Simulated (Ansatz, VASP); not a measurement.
AlSbSe4 in VASP and in Ansatz

```xyz
6
Lattice="0.0000 4.1048 4.1048 4.1048 0.0000 4.1048 4.1048 4.1048 0.0000" Properties=species:S:1:pos:R:3 pbc="T T T"
Al    0.0000    0.0000    0.0000
Sb    6.1572    6.1572    6.1572
Se    5.1354    3.0743    5.1354
Se    5.1354    5.1354    3.0743
Se    3.0743    3.0743    3.0743
Se    3.0743    5.1354    5.1354
```

Alike in both runs: functional PBE; k mesh 8 × 8 × 8; occupations gaussian, width 0.1 eV; no spin polarisation.

Ansatz relaxed the structure, and its values are those at the end. VASP's run is a single point on that final structure, the one shown.

|  | VASP | Ansatz |
| --- | --- | --- |
| version | VASP 6.6.1 | Ansatz 0.2.0 |
| potentials or method | VASP PAW PBE potentials, release 64 (Al, Sb, Se), cutoff 520 eV | scalar-relativistic, plane waves, PAW |
| valence electrons in the cell | 32 | 82 |

```tsv
	VASP	Ansatz	Ansatz less VASP
gap on the k mesh at the Fermi level (eV)	none	none	-
pressure (GPa)	0.0	0.0	+0.04
rms of the force components (eV/Å)	0.006	0.006	+0.0008
```

A gap of «none» marks a metal or a gap that the smearing closes. VASP's potentials hold 32 valence electrons a cell and Ansatz's 82, so a difference there can come from the potentials and not from the codes.

Neither program's run includes spin-orbit coupling.
